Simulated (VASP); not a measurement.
# Au (P6_3/mmc) in VASP: notebook, part 2 of 2

VASP 6.6.1.

## 4. Electric field gradients, LDA (16.70 Å³/atom)

This run uses another cell than the first one, of 16.70 Å³/atom.

INCAR reads:

```
SYSTEM = Au
PREC = Accurate
ENCUT = 520
EDIFF = 1E-8
ISMEAR = -1
SIGMA = 0.03
LREAL = .FALSE.
LASPH = .TRUE.
NELM = 80
ALGO = Normal
ISIF = 2
LWAVE = .FALSE.
LCHARG = .FALSE.
LEFG = .TRUE.
NBANDS = 18
```

KPOINTS reads:

```
Automatic mesh
0
G
  14 14 8
  0 0 0
```

POSCAR reads:

```
Au
1.0
    2.8407981581      0.0000000000      0.0000000000
   -1.4203990791      2.4602033720      0.0000000000
    0.0000000000      0.0000000000      4.7803802105
Au
2
Direct
    0.3333333333      0.6666666667      0.7500000000
    0.6666666667      0.3333333333      0.2500000000
```

Potentials or basis: VASP PAW LDA potentials, release 64 (Au).

Started as:

```bash
> cat potpaw_LDA.64/Au/POTCAR > POTCAR
> mpirun -np 1 vasp_std > vasp.out
```

OUTCAR:

```text
SYSTEM = Au
   PREC = Accurate
   ENCUT = 520
   EDIFF = 1E-8
   ISMEAR = -1
   LREAL = .FALSE.
   LASPH = .TRUE.
   NELM = 80
   ISIF = 2

 ion  position               nearest neighbor table
   1  0.333  0.667  0.750-   2 2.90   2 2.90   2 2.90   2 2.90   2 2.90   2 2.90
   2  0.667  0.333  0.250-   1 2.90   1 2.90   1 2.90   1 2.90   1 2.90   1 2.90

  LATTYP: Found a hexagonal cell.
 ALAT       =     2.8407981581
 C/A-ratio  =     1.6827595431

  Lattice vectors:

 A1 = (   2.8407981581,   0.0000000000,   0.0000000000)
 A2 = (  -1.4203990791,   2.4602033720,   0.0000000000)
 A3 = (   0.0000000000,   0.0000000000,   4.7803802105)

Analysis of symmetry for initial positions (statically):
=====================================================================
 Subroutine PRICEL returns:
 Original cell was already a primitive cell.

 Routine SETGRP: Setting up the symmetry group for a
 hexagonal supercell.

 Subroutine GETGRP returns: Found 24 space group operations
 (whereof 12 operations were pure point group operations)
[... 694 lines left out ...]
     2.840798158  0.000000000  0.000000000     0.352013746  0.203235231  0.000000000
    -1.420399079  2.460203372  0.000000000     0.000000000  0.406470461  0.000000000
     0.000000000  0.000000000  4.780380210     0.000000000  0.000000000  0.209188382

 POSITION                                       TOTAL-FORCE (eV/Angst)
 -----------------------------------------------------------------------------------
     -0.00000      1.64014      3.58529        -0.000000      0.000000      0.000000
      1.42040      0.82007      1.19510         0.000000     -0.000000      0.000000
 -----------------------------------------------------------------------------------
    total drift:                                0.000000     -0.000000      0.000000

  FREE ENERGIE OF THE ION-ELECTRON SYSTEM (eV)
  ---------------------------------------------------
  free  energy   TOTEN  =        -8.8659435705 eV

  energy  without entropy=       -8.8622579272  energy(sigma->0) =       -8.86410075

 Electric field gradients (V/A^2)
---------------------------------------------------------------------
 ion       V_xx      V_yy      V_zz      V_xy      V_xz      V_yz
---------------------------------------------------------------------
   1     -15.580   -15.580    31.160    -0.000     0.000    -0.000
   2     -15.580   -15.580    31.160    -0.000    -0.000     0.000
---------------------------------------------------------------------

 Electric field gradients after diagonalization (V/A^2)
 (convention: |V_zz| > |V_xx| > |V_yy|)
----------------------------------------------------------------------
 ion       V_xx      V_yy      V_zz     asymmetry (V_yy - V_xx)/ V_zz
----------------------------------------------------------------------
   1     -15.580   -15.580    31.160       0.000
   2     -15.580   -15.580    31.160       0.000
----------------------------------------------------------------------

           NMR quadrupolar parameters

 Cq : quadrupolar parameter    Cq=e*Q*V_zz/h
 eta: asymmetry parameters     (V_yy - V_xx)/ V_zz
 Q  : nuclear electric quadrupole moment in mb (millibarn)
----------------------------------------------------------------------
 ion       Cq(MHz)       eta       Q (mb)
----------------------------------------------------------------------
   1       0.075       0.000       1.000
   2       0.075       0.000       1.000
----------------------------------------------------------------------
```

OSZICAR:

```text
N       E                     dE             d eps       ncg     rms          rms(c)
DAV:   1     0.121269010037E+03    0.12127E+03   -0.11839E+04  4336   0.120E+03
DAV:   2    -0.742773809167E+01   -0.12870E+03   -0.12278E+03  4564   0.263E+02
DAV:   3    -0.952534549336E+01   -0.20976E+01   -0.20854E+01  5184   0.339E+01
DAV:   4    -0.953400557832E+01   -0.86601E-02   -0.86591E-02  4782   0.228E+00
DAV:   5    -0.953407949916E+01   -0.73921E-04   -0.73919E-04  4796   0.223E-01    0.144E+01
DAV:   6    -0.891917214716E+01    0.61491E+00   -0.11190E+00  4432   0.972E+00    0.891E+00
DAV:   7    -0.887253309771E+01    0.46639E-01   -0.11408E-01  4796   0.305E+00    0.347E+00
DAV:   8    -0.886596137492E+01    0.65717E-02   -0.13127E-02  4514   0.103E+00    0.417E-01
DAV:   9    -0.886594072700E+01    0.20648E-04   -0.68620E-05  4838   0.768E-02    0.124E-02
DAV:  10    -0.886594357083E+01   -0.28438E-05   -0.15386E-06  4784   0.108E-02    0.402E-03
DAV:  11    -0.886594357073E+01    0.10004E-09   -0.23326E-07  4964   0.387E-03    0.764E-04
DAV:  12    -0.886594357055E+01    0.18599E-09   -0.17398E-09  2630   0.346E-04
   1 F= -.88659436E+01 E0= -.88641007E+01  d E =-.368564E-02
```

Run time: 65 s. Hardware: 1 thread of Intel Xeon 8259CL, shared host; peak memory 0.18 GiB.

Results:

- Free energy: -8.8659 eV
- Pressure: -0.8 GPa
- Band gap on the k mesh: zero (bands 11 and 12 overlap by 6.67 eV)
- Largest electric field gradient by atom: Au +31.2 V/Å²

Levels at points of the mesh, in eV from the Fermi level:
| k point | band 9 | band 10 | band 11 | band 12 | band 13 | band 14 |
| --- | --- | --- | --- | --- | --- | --- |
| (0.00, 0.00, 0.00) | -3.62 | -2.20 | -2.20 | -1.29 | 2.75 | 14.57 |
| (0.50, 0.00, 0.00) | -1.86 | -1.67 | 0.38 | 1.64 | 5.76 | 7.32 |
| (0.00, 0.00, 0.50) | -2.68 | -2.68 | -2.68 | -2.68 | 10.71 | 10.71 |
| (0.50, 0.00, 0.50) | -1.75 | -1.75 | 0.39 | 0.39 | 4.09 | 4.09 |

Electric field gradients, principal values (V/Å²):
| atom | least | middle | greatest (by size) |
| --- | --- | --- | --- |
| 1 Au | -15.580 | -15.580 | 31.160 |
| 2 Au | -15.580 | -15.580 | 31.160 |

Caveat: without QUAD_EFG the Cq values of the log hold for a quadrupole moment of 1 mb, not for the nuclei; spin-orbit coupling is left out, which moves the levels of the heavy elements.

## 5. Electric field gradients, LDA (16.70 Å³/atom)

This run uses another cell than the first one, of 16.70 Å³/atom.

INCAR reads:

```
PREC = Accurate
ENCUT = 520
EDIFF = 1E-8
ISMEAR = -1
SIGMA = 0.03
LREAL = F
LASPH = T
NELM = 100
ALGO = Normal
ISIF = 2
LWAVE = F
LCHARG = F
GGA = CA
LEFG = T
NBANDS = 18
```

KPOINTS reads:

```
regular mesh
0
Gamma
  14 14 8
```

POSCAR is that of step 4.

Potentials or basis: VASP PAW LDA potentials, release 64 (Au).

Started as:

```bash
> cat potpaw_LDA.64/Au/POTCAR > POTCAR
> mpirun -np 1 vasp_std > vasp.out
```

OUTCAR:

```text
PREC = Accurate
   ENCUT = 520
   EDIFF = 1E-8
   ISMEAR = -1
   LREAL = F
   LASPH = T
   NELM = 100
   ISIF = 2
   GGA = CA

 ion  position               nearest neighbor table
   1  0.333  0.667  0.750-   2 2.90   2 2.90   2 2.90   2 2.90   2 2.90   2 2.90
   2  0.667  0.333  0.250-   1 2.90   1 2.90   1 2.90   1 2.90   1 2.90   1 2.90

  LATTYP: Found a hexagonal cell.
 ALAT       =     2.8407981581
 C/A-ratio  =     1.6827595431

  Lattice vectors:

[... 718 lines left out ...]

  FREE ENERGIE OF THE ION-ELECTRON SYSTEM (eV)
  ---------------------------------------------------
  free  energy   TOTEN  =        -8.8659435705 eV

  energy  without entropy=       -8.8622579272  energy(sigma->0) =       -8.86410075

 Electric field gradients (V/A^2)
---------------------------------------------------------------------
 ion       V_xx      V_yy      V_zz      V_xy      V_xz      V_yz
---------------------------------------------------------------------
   1     -15.580   -15.580    31.160    -0.000     0.000    -0.000
   2     -15.580   -15.580    31.160    -0.000    -0.000     0.000
---------------------------------------------------------------------

 Electric field gradients after diagonalization (V/A^2)
 (convention: |V_zz| > |V_xx| > |V_yy|)
----------------------------------------------------------------------
 ion       V_xx      V_yy      V_zz     asymmetry (V_yy - V_xx)/ V_zz
----------------------------------------------------------------------
   1     -15.580   -15.580    31.160       0.000
   2     -15.580   -15.580    31.160       0.000
----------------------------------------------------------------------

           NMR quadrupolar parameters

 Cq : quadrupolar parameter    Cq=e*Q*V_zz/h
 eta: asymmetry parameters     (V_yy - V_xx)/ V_zz
 Q  : nuclear electric quadrupole moment in mb (millibarn)
----------------------------------------------------------------------
 ion       Cq(MHz)       eta       Q (mb)
----------------------------------------------------------------------
   1       0.075       0.000       1.000
   2       0.075       0.000       1.000
----------------------------------------------------------------------
```

stdout:

```text
POSCAR found type information on POSCAR Au
 POSCAR found :  1 types and       2 ions
 scaLAPACK will be used
 LDA part: xc-table for (Slater(with rela. corr.)+CA(PZ))
 , standard interpolation
 POSCAR, INCAR and KPOINTS ok, starting setup
 FFT: planning ... GRIDC
 FFT: planning ... GRID_SOFT
 FFT: planning ... GRID
 WAVECAR not read
 entering main loop
ion   1

ion   2
```

It took 80 s on 1 thread of Intel Xeon 8259CL, shared host; peak memory 0.18 GiB.

What came out:

* Free energy: -8.8659 eV
* Pressure: -0.8 GPa
* Band gap on the k mesh: zero (bands 11 and 12 overlap by 6.67 eV)
* Largest electric field gradient by atom: Au +31.2 V/Å²

Electric field gradients, principal values (V/Å²):
```tsv
atom	least	middle	greatest (by size)
1 Au	-15.580	-15.580	31.160
2 Au	-15.580	-15.580	31.160
```

Caveat: without QUAD_EFG the Cq values of the log hold for a quadrupole moment of 1 mb, not for the nuclei; spin-orbit coupling is left out, which moves the levels of the heavy elements.
